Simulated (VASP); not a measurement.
## GePt2: single point with PBEsol

Crystal: GePt2.

```
CELL_PARAMETERS angstrom
7.30158 0.00000 0.00000
-3.65079 6.32336 0.00000
0.00000 0.00000 3.18198
ATOMIC_POSITIONS crystal
Ge 0.66667 0.33333 0.00000
Ge 0.33333 0.66667 0.00000
Ge 0.00000 0.00000 0.50000
Pt 0.62294 0.00000 0.50000
Pt 0.37706 0.37706 0.50000
Pt 0.00000 0.62294 0.50000
Pt 0.00000 0.28491 0.00000
Pt 0.71509 0.71509 0.00000
Pt 0.28491 0.00000 0.00000
```

This cell differs from its parent crystal: strain +0.080 along x and y, -0.080 along z.

* Program: VASP 6.6.1
* Task: single point
* Functional: PBEsol
* Potentials or basis: VASP PAW PBE potentials, release 64 (Ge_d, Pt)
* Cutoff: 520 eV
* k mesh: 6 × 6 × 12
* Occupations: gaussian, width 0.15 eV
* Spin: no spin polarisation
* Dipole correction: no
* Further INCAR settings: ALGO = Fast; EDIFF = 1e-06; NBANDS = 61

```
Pressure               : -15.3 GPa
Largest force          : 0.411 eV/Å
Band gap on the k mesh : zero (bands 51 and 52 overlap by 1.15 eV)
```

Forces on the atoms (eV/Å):
```
Ge   0.000  0.000  0.000
Ge   0.000  0.000  0.000
Ge   0.000  0.000  0.000
Pt   0.027  0.000  0.000
Pt  -0.013 -0.023  0.000
Pt  -0.013  0.023  0.000
Pt  -0.205  0.356  0.000
Pt  -0.205 -0.356  0.000
Pt   0.411  0.000  0.000
```

Stress tensor (GPa, compression positive):
```
-17.87   0.00   0.00
  0.00 -17.87   0.00
  0.00   0.00 -10.10
```

Levels at points of the mesh, in eV from the Fermi level:
```
           k point  band 49  band 50  band 51  band 52  band 53  band 54
(0.00, 0.00, 0.00)    -0.95    -0.95    -0.91    -0.74     1.38     3.02
(0.50, 0.00, 0.00)    -0.77    -0.66    -0.53    -0.36     0.20     0.21
(0.00, 0.00, 0.50)    -0.39    -0.01    -0.01     0.33     0.94     1.04
(0.50, 0.00, 0.50)    -0.60    -0.55    -0.28     1.21     1.57     1.74
```

It took 17 min on 1 thread of Oxide Virtual Turin-like Processor, on a shared host, peak memory 0.44 GiB.

Caveat: the cell differs from its parent crystal (strain +0.080 along x and y, -0.080 along z); the stress differs along the axes, from -18 to -10 GPa; the PAW data sets were made with another functional, which shifts forces and pressure a little; spin-orbit coupling is left out, which moves the levels of the heavy elements.
